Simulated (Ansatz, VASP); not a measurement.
## SiNi: VASP beside Ansatz

The input INCAR:

```
SYSTEM = SiNi
ALGO = Fast
EDIFF = 1E-6
ENCUT = 520
GGA = PE
ISIF = 2
ISMEAR = 0
LASPH = .True.
LCHARG = .False.
LREAL = .False.
LWAVE = .False.
NBANDS = 54
NELM = 80
PREC = Accurate
SIGMA = 0.15
```

Contents of KPOINTS:

```
k-points
0
Gamma
  15 14 4
  0 0 0
```

Contents of POSCAR:

```
SiNi
1.0
   -3.0552835563      0.0000000000      0.0000000000
    0.0000000000     -3.2583147307      0.0000000000
    0.0000000000      0.0000000000     14.6281698886
Si Ni
6 6
Direct
    0.5000000000      0.5000000000      0.1105002719
    0.5000000000      0.5000000000      0.4324400633
    0.5000000000      0.5000000000      0.7543798547
    0.0000000000      0.0000000000      0.8553512964
    0.0000000000      0.0000000000      0.2114717135
    0.0000000000      0.0000000000      0.5334115049
    0.5000000000      0.5000000000      0.9150674914
    0.5000000000      0.5000000000      0.2711879085
    0.5000000000      0.5000000000      0.5931276999
    0.0000000000      0.0000000000      0.0507840769
    0.0000000000      0.0000000000      0.3727238683
    0.0000000000      0.0000000000      0.6946636597
```

Input for Ansatz:

```yaml
crystal:
  lattice:
    - [-3.0552835563, 0.0, 0.0]
    - [0.0, -3.2583147307, 0.0]
    - [0.0, 0.0, 14.6281698886]
  atoms:
    - { symbol: Si, position: [0.5, 0.5, 0.1105002719] }
    - { symbol: Si, position: [0.5, 0.5, 0.4324400633] }
    - { symbol: Si, position: [0.5, 0.5, 0.7543798547] }
    - { symbol: Si, position: [0.0, 0.0, 0.8553512964] }
    - { symbol: Si, position: [0.0, 0.0, 0.2114717135] }
    - { symbol: Si, position: [0.0, 0.0, 0.5334115049] }
    - { symbol: Ni, position: [0.5, 0.5, 0.9150674914] }
    - { symbol: Ni, position: [0.5, 0.5, 0.2711879085] }
    - { symbol: Ni, position: [0.5, 0.5, 0.5931276999] }
    - { symbol: Ni, position: [0.0, 0.0, 0.0507840769] }
    - { symbol: Ni, position: [0.0, 0.0, 0.3727238683] }
    - { symbol: Ni, position: [0.0, 0.0, 0.6946636597] }
basis:
  ecutwfc: 420
kpoints:
  mp_grid: { grid: [15, 14, 4] }
hamiltonian:
  xc: pbe
scf:
  occupations: { method: gaussian, width: 0.15 }
output:
  forces: true
  stress: true
  eigenvalues: true
```

Alike in both runs: task single point; functional PBE; k mesh 15 × 14 × 4; occupations gaussian, width 0.15 eV; no spin polarisation.

|  | VASP | Ansatz |
| --- | --- | --- |
| version | VASP 6.6.1 | Ansatz 0.2.0 |
| potentials or method | VASP PAW PBE potentials, release 64 (Si, Ni), cutoff 520 eV | scalar-relativistic, plane waves, PAW |
| valence electrons in the cell | 84 | 132 |

```csv
,VASP,Ansatz,Ansatz less VASP
gap on the k mesh at the Fermi level (eV),none,none,-
pressure (GPa),-3.5,-3.6,-0.07
"traceless stress, the component that is largest in VASP (GPa)",-1.29,-1.44,-0.148
rms of the force components (eV/Å),0.244,0.244,+0.0006
```

Atom by atom the forces differ by 0.004 eV/Å (rms over components). A gap of «none» marks a metal or a gap that the smearing closes. The functional is the same, so the differences come from potentials, cutoffs and numerics. VASP's potentials hold 84 valence electrons a cell and Ansatz's 132, so a difference there can come from the potentials and not from the codes.
